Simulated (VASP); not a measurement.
A run of VASP 6.6.1 is set up as follows.

File INCAR:

```
SYSTEM = CuO
PREC = Accurate
ENCUT = 700
EDIFF = 1E-6
ISMEAR = -1
SIGMA = 0.05
LREAL = .FALSE.
LASPH = .TRUE.
NELM = 120
ALGO = Normal
ISIF = 2
LWAVE = .FALSE.
LCHARG = .FALSE.
GGA = PE
NBANDS = 33
GGA_COMPAT = .FALSE.
```

The input KPOINTS:

```
Automatic mesh
0
G
  8 8 6
  0 0 0
```

File POSCAR:

```
CuO
1.0
    2.7190595429      0.0000000000      0.0000000000
    0.0000000000      2.7190595429      0.0000000000
    0.0000000000      0.0000000000      5.1512070128
Cu O
2 2
Direct
    0.0000000000      0.5000000000      0.0000000000
    0.5000000000      0.0000000000      0.5000000000
    0.0000000000      0.0000000000      0.2500000000
    0.0000000000      0.0000000000      0.7500000000
```

Potentials or basis: VASP PAW PBE potentials, release 64 (Cu_sv_GW, O).

The run is started by

```bash
$ cat potpaw_PBE.64/Cu_sv_GW/POTCAR potpaw_PBE.64/O/POTCAR > POTCAR
$ mpirun -np 1 vasp_std > vasp.out
```

(1) What does it give for the pressure?

(2) Estimate the band gap on the k mesh.

Results:

(1) 26.8 GPa.

(2) zero (band 25 reaches 7.58 eV, above the bottom of band 26 at 6.39 eV).

Caveat: semilocal functionals often make such compounds metallic where correlation or magnetic order opens a gap, which also shifts bond lengths.
